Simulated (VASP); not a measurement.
# BN in VASP: further runs

The runs below take BN through single point, with PBE.

Everything below comes from runs of VASP 6.6.1. Logs are shortened: lines on timing, memory, paths and dates and some standing lists are left out, and cuts for length are marked.

### 1 The cell of the first run

Symmetry: Fm-3m, No. 225, cubic system. Conventional cell: a = 3.457 Å, b = 3.457 Å, c = 3.457 Å, α = 90.00°, β = 90.00°, γ = 90.00°. B (site symmetry m-3m) has 6 N at 1.73 Å within 2.3 Å. N (site symmetry m-3m) has 6 B at 1.73 Å within 2.3 Å.

### 2 Single point, PBE (strain -1.0%)

File INCAR:

```
SYSTEM = BN
  PREC = Accurate
  ENCUT = 520
  EDIFF = 1E-6
  ISMEAR = 0
  SIGMA = 0.01
  LREAL = .False.
  LASPH = .True.
  NELM = 60
  ALGO = Normal
  ISIF = 2
  LWAVE = .False.
  LCHARG = .False.
  GGA = PE
  NBANDS = 11
```

File KPOINTS:

```
Automatic mesh
0
Gamma
  8 8 8
  0 0 0
```

File POSCAR:

```
BN
1.0
    0.0000000000      1.7283676756      1.7283676756
    1.7283676756      0.0000000000      1.7283676756
    1.7283676756      1.7283676756      0.0000000000
B N
1 1
Direct
    0.0000000000      0.0000000000      0.0000000000
    0.5000000000      0.5000000000      0.5000000000
```

Potentials or basis: VASP PAW PBE potentials, release 64 (B, N).

Run with:

```console
> cat potpaw_PBE.64/B/POTCAR potpaw_PBE.64/N/POTCAR > POTCAR
> mpirun -np 1 vasp_std > vasp.out
```

OUTCAR:

```text
SYSTEM = BN
   PREC = Accurate
   ENCUT = 520
   EDIFF = 1E-6
   ISMEAR = 0
   LREAL = .False.
   LASPH = .True.
   NELM = 60
   ISIF = 2
   GGA = PE

 ion  position               nearest neighbor table
   1  0.000  0.000  0.000-   2 1.73   2 1.73   2 1.73   2 1.73   2 1.73   2 1.73
   2  0.500  0.500  0.500-   1 1.73   1 1.73   1 1.73   1 1.73   1 1.73   1 1.73

  LATTYP: Found a face centered cubic cell.
 ALAT       =     3.4567353512

  Lattice vectors:

 A1 = (   0.0000000000,   1.7283676756,   1.7283676756)
 A2 = (   1.7283676756,   0.0000000000,   1.7283676756)
 A3 = (   1.7283676756,   1.7283676756,   0.0000000000)

Analysis of symmetry for initial positions (statically):
=====================================================================
 Subroutine PRICEL returns:
 Original cell was already a primitive cell.

 Routine SETGRP: Setting up the symmetry group for a
 face centered cubic supercell.

 Subroutine GETGRP returns: Found 48 space group operations
 (whereof 48 operations were pure point group operations)
 out of a pool of 48 trial point group operations.

The static configuration has the point symmetry O_h .

Analysis of symmetry for dynamics (positions and initial velocities):
=====================================================================
 Subroutine PRICEL returns:
 Original cell was already a primitive cell.

 Routine SETGRP: Setting up the symmetry group for a
 face centered cubic supercell.

 Subroutine GETGRP returns: Found 48 space group operations
 (whereof 48 operations were pure point group operations)
 out of a pool of 48 trial point group operations.

The dynamic configuration has the point symmetry O_h .

 Subroutine INISYM returns: Found 48 space group operations
 (whereof 48 operations are pure point group operations),
 and found     1 'primitive' translations

----------------------------------------------------------------------------------------

                                     Primitive cell

  volume of cell :      10.3261

  direct lattice vectors                    reciprocal lattice vectors
     0.000000000  1.728367676  1.728367676    -0.289290298  0.289290298  0.289290298
     1.728367676  0.000000000  1.728367676     0.289290298 -0.289290298  0.289290298
     1.728367676  1.728367676  0.000000000     0.289290298  0.289290298 -0.289290298

  length of vectors
     2.444281008  2.444281008  2.444281008     0.501065494  0.501065494  0.501065494

  position of ions in fractional coordinates (direct lattice)
     0.000000000  0.000000000  0.000000000
     0.500000000  0.500000000  0.500000000

  ion indices of the primitive-cell ions
   primitive index   ion index
                 1           1
                 2           2

----------------------------------------------------------------------------------------

 KPOINTS: Automatic mesh

Automatic generation of k-mesh.
 Grid dimensions read from file:
 generate k-points for:    8    8    8

 Generating k-lattice:

  Cartesian coordinates                     Fractional coordinates (reciprocal lattice)
    -0.036161287  0.036161287  0.036161287     0.125000000  0.000000000  0.000000000
     0.036161287 -0.036161287  0.036161287     0.000000000  0.125000000  0.000000000
     0.036161287  0.036161287 -0.036161287     0.000000000  0.000000000  0.125000000

  Length of vectors
     0.062633187  0.062633187  0.062633187

  Shift w.r.t. Gamma in fractional coordinates (k-lattice)
     0.000000000  0.000000000  0.000000000

 Subroutine IBZKPT returns following result:
 ===========================================

 Found     29 irreducible k-points:

 Following reciprocal coordinates:
            Coordinates               Weight
  0.000000  0.000000  0.000000      1.000000
  0.125000  0.000000  0.000000      8.000000
  0.250000  0.000000  0.000000      8.000000
  0.375000  0.000000  0.000000      8.000000
  0.500000  0.000000  0.000000      4.000000
  0.125000  0.125000  0.000000      6.000000
[... 16 lines left out ...]
  0.500000  0.250000  0.125000     48.000000
 -0.375000  0.250000  0.125000     24.000000
 [... further k-points ...]
   k-points           NKPTS =     29   k-points in BZ     NKDIM =     29   number of bands    NBANDS=     11
   number of dos      NEDOS =    301   number of ions     NIONS =      2
   total plane-waves  NPLWV =   5832
   dimension x,y,z NGX =    18 NGY =   18 NGZ =   18
   dimension x,y,z NGXF=    36 NGYF=   36 NGZF=   36
   ions per type =               1   1
   NGX,Y,Z   is equivalent  to a cutoff of  12.24, 12.24, 12.24 a.u.
   NGXF,Y,Z  is equivalent  to a cutoff of  24.49, 24.49, 24.49 a.u.
 SYSTEM =  BN
   PREC   = accura    normal or accurate (medium, high low for compatibility)
   ISTART =      0    job   : 0-new  1-cont  2-samecut
   ICHARG =      2    charge: 1-file 2-atom 10-const
   ISPIN  =      1    spin polarized calculation?
   LNONCOLLINEAR =      F non collinear calculations
   LSORBIT =      F    spin-orbit coupling
   LASPH  =      T    aspherical Exc in radial PAW
   ENCUT  =  520.0 eV  38.22 Ry    6.18 a.u.   4.54  4.54  4.54*2*pi/ulx,y,z
   NELM   =     60;   NELMIN=  2; NELMDL= -5     # of ELM steps
   EDIFF  = 0.1E-05   stopping-criterion for ELM
   LREAL  =      F    real-space projection
   EDIFFG = 0.1E-04   stopping-criterion for IOM
   NSW    =      0    number of steps for IOM
   IBRION =     -1    ionic relax: 0-MD 1-quasi-New 2-CG
   NFREE  =      0    steps in history (QN), initial steepest desc. (CG)
   ISIF   =      2    stress and relaxation
   ISYM   =      2    0-nonsym 1-usesym 2-fastsym
   POTIM  = 0.5000    time-step for ionic-motion
   TEBEG  =    0.0;   TEEND  =   0.0 temperature during run
   PSTRESS=    0.0 pullay stress
   NELECT =       8.0000    total number of electrons
   NUPDOWN=      -1.0000    fix difference up-down
   EMIN   =  10.00;   EMAX   =-10.00  energy-range for DOS
   EFERMI =   0.00;   METHOD = LEGACY
   ISMEAR =     0;   SIGMA  =   0.01  broadening in eV -4-tet -1-fermi 0-gaus
   EFERMI_NEDOS =   21; number of points for ismear=-14 and -15
   IALGO  =     38    algorithm
   IMIX   =      4    mixing-type and parameters
     AMIX     =   0.40;   BMIX     =  1.00
     AMIX_MAG =   1.60;   BMIX_MAG =  1.00
  volume/ion in A,a.u.               =       5.16        34.84
  Fermi-wavevector in a.u.,A,eV,Ry     =   1.503576  2.841346 30.759242  2.260741
  Thomas-Fermi vector in A             =   2.614668
   LORBIT       =      0    0 simple, 1 ext, 2 COOP (PROOUT), +10 PAW based schemes
   GGA     = PE    functional components
   LHFCALC =     F    Hartree Fock is set to
   AEXX    =    0.0000 exact exchange contribution
   IVDW    =     0    specifies the selected vdW correction
   LEPSILON=     F    determine dielectric tensor
   LRPA    =     F    only Hartree local field effects (RPA)
 non-spin polarized calculation
 Gauss-broadening in eV      SIGMA  =   0.01
  energy-cutoff  :      520.00
  volume of cell :       10.33
 maximum number of plane-waves:       290
   NGX =  9   NGY =  9   NGZ =  9

 number of electron       7.9999997 magnetization

 Free energy of the ion-electron system (eV)
  ---------------------------------------------------
  ext. energy  EPLUGINS =         0.00000000
  ---------------------------------------------------
  free energy    TOTEN  =       -13.92081357 eV

  energy without entropy =      -13.92081357  energy(sigma->0) =      -13.92081357

 E-fermi :  10.8646     XC(G=0): -13.9113

 val. band max:       10.7496173593   @ k =  -0.2500   0.1250   0.0000
 cond. band min:      12.3185072465   @ k =   0.5000   0.5000   0.0000
 fundamental gap:      1.5688898872
 Fermi energy:        10.8646127330

 k-point     1 :       0.0000    0.0000    0.0000
  band No.  band energies     occupation
      1     -12.0868      2.00000
      2       9.9453      2.00000
      3       9.9453      2.00000
      4       9.9453      2.00000
      5      20.7126      0.00000
      6      23.2442      0.00000
      7      23.2442      0.00000
      8      23.2442      0.00000
      9      29.6012      0.00000
     10      29.6012      0.00000
     11      29.6012      0.00000

 k-point     2 :       0.1250    0.0000    0.0000
  band No.  band energies     occupation
      1     -11.6385      2.00000
      2       8.1442      2.00000
      3       9.9122      2.00000
      4       9.9122      2.00000
      5      20.9087      0.00000
      6      21.8090      0.00000
      7      21.8090      0.00000
      8      23.1574      0.00000
      9      28.7110      0.00000
     10      30.7233      0.00000
     11      30.7233      0.00000

 k-point     3 :       0.2500    0.0000    0.0000
  band No.  band energies     occupation
      1     -10.3221      2.00000
      2       4.2755      2.00000
      3       9.9113      2.00000
      4       9.9113      2.00000
      5      19.1604      0.00000
      6      19.1604      0.00000
      7      19.8629      0.00000
      8      24.1013      0.00000
      9      29.4440      0.00000
     10      33.8039      0.00000
     11      33.8039      0.00000

 k-point     4 :       0.3750    0.0000    0.0000
  band No.  band energies     occupation
      1      -8.2985      2.00000
      2       0.2428      2.00000
      3      10.0537      2.00000
      4      10.0537      2.00000
      5      16.9876      0.00000
      6      16.9876      0.00000
      7      18.7872      0.00000
      8      24.8753      0.00000
      9      31.9221      0.00000
     10      38.4465      0.00000
     11      38.4465      0.00000
[... 239 lines left out ...]
 k-point    22 :       0.3750    0.2500    0.1250
  band No.  band energies     occupation
      1      -9.1492      2.00000
      2       4.5119      2.00000
      3       5.7561      2.00000
      4       9.2318      2.00000
      5      15.7495      0.00000
      6      20.6171      0.00000
      7      23.3511      0.00000
      8      24.0553      0.00000
      9      26.4824      0.00000
     10      37.0011      0.00000
     11      40.3292      0.00000

 k-point    23 :       0.5000    0.2500    0.1250
  band No.  band energies     occupation
      1      -7.1494      2.00000
      2       1.1708      2.00000
      3       5.0789      2.00000
      4       7.9917      2.00000
      5      16.2315      0.00000
      6      18.9626      0.00000
      7      23.0016      0.00000
      8      25.4230      0.00000
      9      28.8309      0.00000
     10      38.2473      0.00000
     11      40.4175      0.00000

 k-point    24 :      -0.3750    0.2500    0.1250
  band No.  band energies     occupation
      1      -5.6179      2.00000
      2      -1.0139      2.00000
      3       5.1822      2.00000
      4       7.2105      2.00000
      5      17.1748      0.00000
      6      17.7114      0.00000
      7      22.7221      0.00000
      8      26.0475      0.00000
      9      32.1489      0.00000
     10      33.9921      0.00000
     11      44.0694      0.00000

 [... further k-points ...]

------------------------ aborting loop because EDIFF is reached ----------------------------------------

  FORCE on cell =-STRESS in cart. coord.  units (eV):
  Direction    XX          YY          ZZ          XY          YZ          ZX
  --------------------------------------------------------------------------------------
  -------------------------------------------------------------------------------------
  Total        1.0639140      1.0639140      1.0639140      0.0000000     -0.0000000     -0.0000000
  in kB      165.0740165    165.0740165    165.0740165      0.0000000     -0.0000000     -0.0000000
  external PRESSURE =     165.0740165 kB  Pullay stress =       0.0000000 kB

 VOLUME and BASIS-vectors are now :
 -----------------------------------------------------------------------------
  energy-cutoff  :      520.00
  volume of cell :       10.33
      direct lattice vectors                 reciprocal lattice vectors
     0.000000000  1.728367676  1.728367676    -0.289290298  0.289290298  0.289290298
     1.728367676  0.000000000  1.728367676     0.289290298 -0.289290298  0.289290298
     1.728367676  1.728367676  0.000000000     0.289290298  0.289290298 -0.289290298

 POSITION                                       TOTAL-FORCE (eV/Angst)
 -----------------------------------------------------------------------------------
      0.00000      0.00000      0.00000        -0.000000     -0.000000      0.000000
      1.72837      1.72837      1.72837         0.000000      0.000000      0.000000
 -----------------------------------------------------------------------------------
    total drift:                               -0.000000     -0.000000     -0.000000

  FREE ENERGIE OF THE ION-ELECTRON SYSTEM (eV)
  ---------------------------------------------------
  free  energy   TOTEN  =       -13.9208135726 eV

  energy  without entropy=      -13.9208135726  energy(sigma->0) =      -13.92081357
```

It took 5.7 s on 1 thread of AMD EPYC 7R13, shared host; peak memory 0.08 GiB.

What came out:

| Property | Result |
| --- | --- |
| Free energy | -13.9208 eV |
| Pressure | 16.5 GPa |
| Band gap on the k mesh | 1.57 eV (least direct gap 5.96 eV) |

Levels at points of the mesh, in eV from the valence-band top:
| k point | band 1 | band 2 | band 3 | band 4 | band 5 | band 6 | band 7 | band 8 |
| --- | --- | --- | --- | --- | --- | --- | --- | --- |
| (0.00, 0.00, 0.00) | -22.84 | -0.80 | -0.80 | -0.80 | 9.96 | 12.49 | 12.49 | 12.49 |
| (0.50, 0.00, 0.00) | -17.49 | -12.79 | -0.57 | -0.57 | 5.38 | 5.38 | 7.65 | 14.36 |
| (0.50, 0.50, 0.00) | -14.52 | -12.16 | -5.72 | -5.72 | 1.57 | 8.88 | 15.17 | 15.17 |

Caveat: the cell differs from its parent crystal (strain -1.0%); the cell stands under pressure. A k mesh can miss the band edges.

### 3 Single point, PBE (uniaxial z strain -1.0%)

File INCAR:

```
  ALGO = Normal
  EDIFF = 1E-7
  ENCUT = 520
  GGA = PE
  ISIF = 2
  ISMEAR = 0
  LASPH = True
  LCHARG = False
  LREAL = False
  LWAVE = False
  NBANDS = 11
  NELM = 100
  PREC = Accurate
  SIGMA = 0.01
```

File KPOINTS:

```
k-points
0
Gamma
  8 8 8
```

File POSCAR:

```
BN
1.0
    0.0000000000      1.7458259350      1.7283676756
    1.7458259350      0.0000000000      1.7283676756
    1.7458259350      1.7458259350      0.0000000000
B N
1 1
Direct
    0.0000000000      0.0000000000      0.0000000000
    0.5000000000      0.5000000000      0.5000000000
```

Potentials or basis: VASP PAW PBE potentials, release 64 (B, N).

Run with:

```console
> cat potpaw_PBE.64/B/POTCAR potpaw_PBE.64/N/POTCAR > POTCAR
> mpirun -np 1 vasp_std > vasp.out
```

It took 12 s on 1 thread of AMD EPYC 7R13, shared host; peak memory 0.09 GiB.

The run converged. Its results:

```
Free energy            : -13.9366 eV
Pressure               : 8.0 GPa
Band gap on the k mesh : 1.25 eV (least direct gap 5.77 eV)
```

Stress tensor (GPa, compression positive):
```
7.11 0.00 0.00
0.00 7.11 0.00
0.00 0.00 9.65
```

Levels at points of the mesh, in eV from the valence-band top:
| k point | band 2 | band 3 | band 4 | band 5 | band 6 | band 7 |
| --- | --- | --- | --- | --- | --- | --- |
| (0.00, 0.00, 0.00) | -0.96 | -0.72 | -0.72 | 9.52 | 12.09 | 12.09 |
| (0.50, 0.00, 0.00) | -12.61 | -0.60 | -0.53 | 5.25 | 5.38 | 7.46 |
| (0.50, 0.50, 0.00) | -11.92 | -5.68 | -5.68 | 1.25 | 8.80 | 14.80 |
| (0.50, 0.00, 0.50) | -11.95 | -5.71 | -5.46 | 1.49 | 8.95 | 14.65 |

Caveat: the cell differs from its parent crystal (uniaxial z strain -1.0%); the cell stands under pressure. A k mesh can miss the band edges.
